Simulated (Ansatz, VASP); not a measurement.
# Pt in VASP and in Ansatz

The input INCAR:

```
ALGO     = Fast           # electronic algorithm
EDIFF    = 1E-6           # SCF threshold, eV
ENCUT    = 520            # plane-wave cutoff, eV
GGA      = PS             # functional
ISIF     = 2              # what is computed and relaxed
ISMEAR   = 0              # smearing method
LASPH    = True           # aspherical terms in the spheres
LCHARG   = False          # write CHGCAR
LREAL    = False          # projectors in reciprocal space
LWAVE    = False          # write WAVECAR
NBANDS   = 11             # bands
NELM     = 100            # most SCF steps
PREC     = Accurate       # precision mode
SIGMA    = 0.02           # smearing width, eV
```

The input KPOINTS:

```
k-points
0
Gamma
  12 12 12
```

File POSCAR:

```
Pt
1.0
    0.0000000000      1.9609000000      1.9609000000
    1.9609000000      0.0000000000      1.9609000000
    1.9609000000      1.9609000000      0.0000000000
Pt
1
Direct
    0.0000000000      0.0000000000      0.0000000000
```

File input.yaml:

```yaml
crystal:
  lattice:
    - [0.0, 1.9609, 1.9609]
    - [1.9609, 0.0, 1.9609]
    - [1.9609, 1.9609, 0.0]
  atoms:
    - { symbol: Pt, position: [0.0, 0.0, 0.0] }
kpoints:
  mp_grid: { grid: [12, 12, 12] }
scf:
  occupations: { method: gaussian, width: 0.02 }
hamiltonian:
  xc: pbesol
  pseudopotentials: { kind: all_electron, lapw: { basis_error: 0.001 } }
output:
  forces: true
  stress: true
  eigenvalues: true
```

Alike in both runs: task single point; functional PBEsol; k mesh 12 × 12 × 12; occupations gaussian, width 0.02 eV; no spin polarisation.

```csv
,VASP,Ansatz
version,VASP 6.6.1,Ansatz 0.2.0
potentials or method,"VASP PAW PBE potentials, release 64 (Pt), cutoff 520 eV","all-electron LAPW, scalar-relativistic"
```

```csv
,VASP,Ansatz,Ansatz less VASP
gap on the k mesh at the Fermi level (eV),none,none,-
pressure (GPa),-1.1,-0.7,+0.39
```

VASP's potentials were made for PBE, not for PBEsol. A gap of «none» marks a metal or a gap that the smearing closes. Ansatz ran all-electron here, and VASP with PAW potentials.

Neither program's run includes spin-orbit coupling.
